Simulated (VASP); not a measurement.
Input of a VASP 6.6.1 run:

Contents of POSCAR:

```
LiBiSe2
1.0
    2.0599089268      1.1892889734      6.6134011414
   -2.0599089268      1.1892889734      6.6134011414
    0.0000000000     -2.3785779468      6.6134011414
Li Bi Se
1 1 2
Direct
    1.0000000000      0.0000000000      0.0000000000
    0.5000000000      0.5000000000      0.5000000000
    0.2543314314      0.2543314314      0.2543314314
    0.7456685686      0.7456685686      0.7456685686
```

Contents of INCAR.step1:

```
PREC = Accurate
ENCUT = 520
ISMEAR = 0
SIGMA = 0.01
LREAL = F
LASPH = T
NELM = 100
NBANDS = 23
GGA = PE
ALGO = Normal
EDIFF = 1E-4
LWAVE = T
LCHARG = F
```

The input INCAR.step2:

```
PREC = Accurate
ENCUT = 520
EDIFF = 1E-6
ISMEAR = 0
SIGMA = 0.01
LREAL = F
LASPH = T
NELM = 100
ALGO = Normal
ISIF = 2
LWAVE = F
LCHARG = F
METAGGA = R2SCAN
LMIXTAU = T
NBANDS = 23
ISTART = 1
```

File KPOINTS:

```
regular mesh
0
Gamma
  6 6 6
```

Potentials or basis: VASP PAW PBE potentials, release 64 (Li_sv, Bi_d, Se).

The run is started by

```console
$ cat potpaw_PBE.64/Li_sv/POTCAR potpaw_PBE.64/Bi_d/POTCAR potpaw_PBE.64/Se/POTCAR > POTCAR
$ cp INCAR.step1 INCAR
$ mpirun -np 1 vasp_std > vasp.out
$ cp INCAR.step2 INCAR
$ mpirun -np 1 vasp_std > vasp.out
```

(1) Estimate the band gap on the k mesh.

(2) Predict the largest force.

Answers

(1) 1.39 eV.

(2) 0.030 eV/Å.

Caveat: the PAW data sets were made with another functional, which shifts forces and pressure a little; spin-orbit coupling is left out, which moves the levels of the heavy elements.
